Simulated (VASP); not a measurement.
# Zr2Si2C (P-3m1) in VASP: further runs, part 2 of 2

VASP 6.6.1. Earlier steps stand in the parts before.

## Step 5: Single point, PBE

The input, INCAR:

```
ALGO     = Fast           # electronic algorithm
EDIFF    = 1E-6           # SCF threshold, eV
ENCUT    = 520            # plane-wave cutoff, eV
GGA      = PE             # functional
ISIF     = 2              # what is computed and relaxed
ISMEAR   = 0              # smearing method
LASPH    = True           # aspherical terms in the spheres
LCHARG   = False          # write CHGCAR
LREAL    = False          # projectors in reciprocal space
LWAVE    = False          # write WAVECAR
NBANDS   = 26             # bands
NELM     = 60             # most SCF steps
PREC     = Accurate       # precision mode
SIGMA    = 0.1            # smearing width, eV
```

The input, KPOINTS:

```
k-points
0
Gamma
  12 12 6
```

The input, POSCAR:

```
Zr2Si2C
1.0
    3.5156600277      0.0000000000      0.0000000000
   -1.7578300139      3.0446508951      0.0000000000
    0.0000000000      0.0000000000      7.4220035309
Zr Si C
2 2 1
Direct
    0.3333333333      0.6666666667      0.8327838429
    0.6666666667      0.3333333333      0.1672161571
    0.3333333333      0.6666666667      0.4246801771
    0.6666666667      0.3333333333      0.5753198229
    0.0000000000      0.0000000000      0.0000000000
```

Potentials or basis: VASP PAW PBE potentials, release 64 (Zr_sv, Si, C).

Run with:

```sh
> cat potpaw_PBE.64/Zr_sv/POTCAR potpaw_PBE.64/Si/POTCAR potpaw_PBE.64/C/POTCAR > POTCAR
> mpirun -np 1 vasp_std > vasp.out
```

OUTCAR:

```text
EDIFF = 1E-6
   ENCUT = 520
   GGA = PE
   ISIF = 2
   ISMEAR = 0
   LASPH = True
   LREAL = False
   NELM = 60
   PREC = Accurate

 ion  position               nearest neighbor table
   1  0.333  0.667  0.833-   5 2.38   5 2.38   5 2.38   4 2.79   4 2.79   4 2.79   3 3.03   2 3.21
                             2 3.21   2 3.21
   2  0.667  0.333  0.167-   5 2.38   5 2.38   5 2.38   3 2.79   3 2.79   3 2.79   4 3.03   1 3.21
                             1 3.21   1 3.21
   3  0.333  0.667  0.425-   4 2.32   4 2.32   4 2.32   2 2.79   2 2.79   2 2.79   1 3.03
   4  0.667  0.333  0.575-   3 2.32   3 2.32   3 2.32   1 2.79   1 2.79   1 2.79   2 3.03
   5  0.000  0.000  0.000-   1 2.38   2 2.38   2 2.38   1 2.38   2 2.38   1 2.38

  LATTYP: Found a hexagonal cell.
 ALAT       =     3.5156600277
 C/A-ratio  =     2.1111266369

  Lattice vectors:

 A1 = (   3.5156600277,   0.0000000000,   0.0000000000)
 A2 = (  -1.7578300139,   3.0446508951,   0.0000000000)
 A3 = (   0.0000000000,   0.0000000000,   7.4220035309)

Analysis of symmetry for initial positions (statically):
=====================================================================
 Subroutine PRICEL returns:
 Original cell was already a primitive cell.

 Routine SETGRP: Setting up the symmetry group for a
 hexagonal supercell.

 Subroutine GETGRP returns: Found 12 space group operations
 (whereof 12 operations were pure point group operations)
 out of a pool of 24 trial point group operations.

The static configuration has the point symmetry D_3d.

Analysis of symmetry for dynamics (positions and initial velocities):
=====================================================================
 Subroutine PRICEL returns:
 Original cell was already a primitive cell.

 Routine SETGRP: Setting up the symmetry group for a
 hexagonal supercell.

 Subroutine GETGRP returns: Found 12 space group operations
 (whereof 12 operations were pure point group operations)
 out of a pool of 24 trial point group operations.

The dynamic configuration has the point symmetry D_3d.

 Subroutine INISYM returns: Found 12 space group operations
 (whereof 12 operations are pure point group operations),
 and found     1 'primitive' translations

----------------------------------------------------------------------------------------

                                     Primitive cell

  volume of cell :      79.4448

  direct lattice vectors                    reciprocal lattice vectors
     3.515660028  0.000000000  0.000000000     0.284441610  0.164222440  0.000000000
    -1.757830014  3.044650895  0.000000000     0.000000000  0.328444881  0.000000000
     0.000000000  0.000000000  7.422003531     0.000000000  0.000000000  0.134734509

  length of vectors
     3.515660028  3.515660028  7.422003531     0.328444881  0.328444881  0.134734509

  position of ions in fractional coordinates (direct lattice)
     0.333333333  0.666666667  0.832783843
     0.666666667  0.333333333  0.167216157
     0.333333333  0.666666667  0.424680177
     0.666666667  0.333333333  0.575319823
     0.000000000  0.000000000  0.000000000

  ion indices of the primitive-cell ions
   primitive index   ion index
                 1           1
[... 22 lines left out ...]

  Shift w.r.t. Gamma in fractional coordinates (k-lattice)
     0.000000000  0.000000000  0.000000000

 Subroutine IBZKPT returns following result:
 ===========================================

 Found    100 irreducible k-points:

 Following reciprocal coordinates:
            Coordinates               Weight
  0.000000  0.000000  0.000000      1.000000
  0.083333  0.000000  0.000000      6.000000
  0.166667  0.000000  0.000000      6.000000
  0.250000  0.000000  0.000000      6.000000
  0.333333  0.000000  0.000000      6.000000
  0.416667 -0.000000  0.000000      6.000000
[... 16 lines left out ...]
  0.166667  0.000000  0.166667      6.000000
  0.000000  0.166667  0.166667      6.000000
 [... further k-points ...]
   k-points           NKPTS =    100   k-points in BZ     NKDIM =    100   number of bands    NBANDS=     26
   number of dos      NEDOS =    301   number of ions     NIONS =      5
   total plane-waves  NPLWV =  43904
   dimension x,y,z NGX =    28 NGY =   28 NGZ =   56
   dimension x,y,z NGXF=    56 NGYF=   56 NGZF=  112
   ions per type =               2   2   1
   NGX,Y,Z   is equivalent  to a cutoff of  13.24, 13.24, 12.54 a.u.
   NGXF,Y,Z  is equivalent  to a cutoff of  26.48, 26.48, 25.09 a.u.
 SYSTEM =  unknown system
   PREC   = accura    normal or accurate (medium, high low for compatibility)
   ISTART =      0    job   : 0-new  1-cont  2-samecut
   ICHARG =      2    charge: 1-file 2-atom 10-const
   ISPIN  =      1    spin polarized calculation?
   LNONCOLLINEAR =      F non collinear calculations
   LSORBIT =      F    spin-orbit coupling
   LASPH  =      T    aspherical Exc in radial PAW
   ENCUT  =  520.0 eV  38.22 Ry    6.18 a.u.   6.54  6.54 13.80*2*pi/ulx,y,z
   NELM   =     60;   NELMIN=  2; NELMDL= -5     # of ELM steps
   EDIFF  = 0.1E-05   stopping-criterion for ELM
   LREAL  =      F    real-space projection
   EDIFFG = 0.1E-04   stopping-criterion for IOM
   NSW    =      0    number of steps for IOM
   IBRION =     -1    ionic relax: 0-MD 1-quasi-New 2-CG
   NFREE  =      0    steps in history (QN), initial steepest desc. (CG)
   ISIF   =      2    stress and relaxation
   ISYM   =      2    0-nonsym 1-usesym 2-fastsym
   POTIM  = 0.5000    time-step for ionic-motion
   TEBEG  =    0.0;   TEEND  =   0.0 temperature during run
   PSTRESS=    0.0 pullay stress
   NELECT =      36.0000    total number of electrons
   NUPDOWN=      -1.0000    fix difference up-down
   EMIN   =  10.00;   EMAX   =-10.00  energy-range for DOS
   EFERMI =   0.00;   METHOD = LEGACY
   ISMEAR =     0;   SIGMA  =   0.10  broadening in eV -4-tet -1-fermi 0-gaus
   EFERMI_NEDOS =   21; number of points for ismear=-14 and -15
   IALGO  =     68    algorithm
   IMIX   =      4    mixing-type and parameters
     AMIX     =   0.40;   BMIX     =  1.00
     AMIX_MAG =   1.60;   BMIX_MAG =  1.00
  volume/ion in A,a.u.               =      15.89       107.22
  Fermi-wavevector in a.u.,A,eV,Ry     =   1.257440  2.376216 21.512913  1.581155
  Thomas-Fermi vector in A             =   2.391099
   LORBIT       =      0    0 simple, 1 ext, 2 COOP (PROOUT), +10 PAW based schemes
   GGA     = PE    functional components
   LHFCALC =     F    Hartree Fock is set to
   AEXX    =    0.0000 exact exchange contribution
   IVDW    =     0    specifies the selected vdW correction
   LEPSILON=     F    determine dielectric tensor
   LRPA    =     F    only Hartree local field effects (RPA)
 non-spin polarized calculation
 RMM-DIIS sequential band-by-band and
 Gauss-broadening in eV      SIGMA  =   0.10
  energy-cutoff  :      520.00
  volume of cell :       79.44
 maximum number of plane-waves:      2170
 NGX is ok and might be reduce to    28
   NGX = 13   NGY = 13   NGZ = 27

 number of electron      35.9999999 magnetization

 Free energy of the ion-electron system (eV)
  ---------------------------------------------------
  ext. energy  EPLUGINS =         0.00000000
  ---------------------------------------------------
  free energy    TOTEN  =       -40.50887224 eV

  energy without entropy =      -40.50606667  energy(sigma->0) =      -40.50746946

 E-fermi :   9.6151     XC(G=0): -11.3189

 val. band max:        9.5538578538   @ k =   0.0833   0.0833   0.3333
 cond. band min:       9.6447180986   @ k =   0.0833   0.0000   0.0000
 fundamental gap:      0.0908602449
 Fermi energy:         9.6151402221

 k-point     1 :       0.0000    0.0000    0.0000
  band No.  band energies     occupation
      1     -39.3516      2.00000
      2     -39.2786      2.00000
      3     -17.7344      2.00000
      4     -17.2556      2.00000
      5     -17.2404      2.00000
      6     -17.2404      2.00000
[... 685 lines left out ...]
     25      12.6823      0.00000
     26      13.5268      0.00000

 [... further k-points ...]
[... 5 lines left out ...]
  --------------------------------------------------------------------------------------
  -------------------------------------------------------------------------------------
  Total        0.0247976      0.0247976      0.0242843     -0.0000000      0.0000000     -0.0000000
  in kB        0.5000984      0.5000984      0.4897450     -0.0000000      0.0000000     -0.0000000
  external PRESSURE =       0.4966473 kB  Pullay stress =       0.0000000 kB

 VOLUME and BASIS-vectors are now :
 -----------------------------------------------------------------------------
  energy-cutoff  :      520.00
  volume of cell :       79.44
      direct lattice vectors                 reciprocal lattice vectors
     3.515660028  0.000000000  0.000000000     0.284441610  0.164222440  0.000000000
    -1.757830014  3.044650895  0.000000000     0.000000000  0.328444881  0.000000000
     0.000000000  0.000000000  7.422003531     0.000000000  0.000000000  0.134734509

 POSITION                                       TOTAL-FORCE (eV/Angst)
 -----------------------------------------------------------------------------------
     -0.00000      2.02977      6.18092         0.000000      0.000000     -0.004698
      1.75783      1.01488      1.24108        -0.000000     -0.000000      0.004698
     -0.00000      2.02977      3.15198         0.000000     -0.000000      0.017408
      1.75783      1.01488      4.27003         0.000000      0.000000     -0.017408
      0.00000      0.00000      0.00000         0.000000      0.000000      0.000000
 -----------------------------------------------------------------------------------
    total drift:                                0.000000      0.000000     -0.000000

  FREE ENERGIE OF THE ION-ELECTRON SYSTEM (eV)
  ---------------------------------------------------
  free  energy   TOTEN  =       -40.5088722420 eV

  energy  without entropy=      -40.5060666696  energy(sigma->0) =      -40.50746946
```

It took 9.2 min on 1 thread of Oxide Virtual Turin-like, shared host; peak memory 0.3 GiB.

Results:

| Property | Result |
| --- | --- |
| Free energy | -40.5089 eV |
| Pressure | 0.0 GPa |
| Largest force | 0.017 eV/Å |
| Band gap on the k mesh | zero (bands 18 and 19 overlap by 0.62 eV) |

Forces on the atoms (eV/Å):
```
Zr   0.000  0.000 -0.005
Zr   0.000  0.000  0.005
Si   0.000  0.000  0.017
Si   0.000  0.000 -0.017
C    0.000  0.000  0.000
```

## Step 6: Overview

```csv
cell,k mesh,smearing,gap on the mesh (eV),pressure (GPa),largest force (eV/Å)
"a = 3.524, b = 3.524, c = 7.387 Å, angles 90.0, 90.0, 120.0°, 5 atoms, atomic positions A",6 × 6 × 4,gaussian 0.1 eV,none,0.2,0.01
"a = 3.994, b = 3.994, c = 6.782 Å, angles 90.0, 90.0, 120.0°, 5 atoms, atomic positions B",6 × 6 × 4,gaussian 0.1 eV,none,23.1,5.30
"a = 3.516, b = 3.516, c = 14.844 Å, angles 90.0, 90.0, 120.0°, 10 atoms, atomic positions C",6 × 6 × 2,gaussian 0.2 eV,none,0.1,0.03
"a = 3.516, b = 3.516, c = 7.422 Å, angles 90.0, 90.0, 120.0°, 5 atoms, atomic positions D",12 × 12 × 6,gaussian 0.1 eV,none,0.0,0.02
```

Alike in all rows: task single point; level PBE; potentials or basis VASP PAW PBE potentials, release 64 (Zr_sv, Si, C); no spin polarisation; cutoff (eV) 520.

Caveats: the stress differs along the axes, from 16 to 27 GPa (at least some runs); forces of over 1 eV/Å act on the atoms, so gaps and moduli don't describe the material at rest (at least some runs).

Absolute energies hang on the potentials; compare differences alone.

The gap in the log of VASP goes by the Fermi energy; the results here count the filled bands.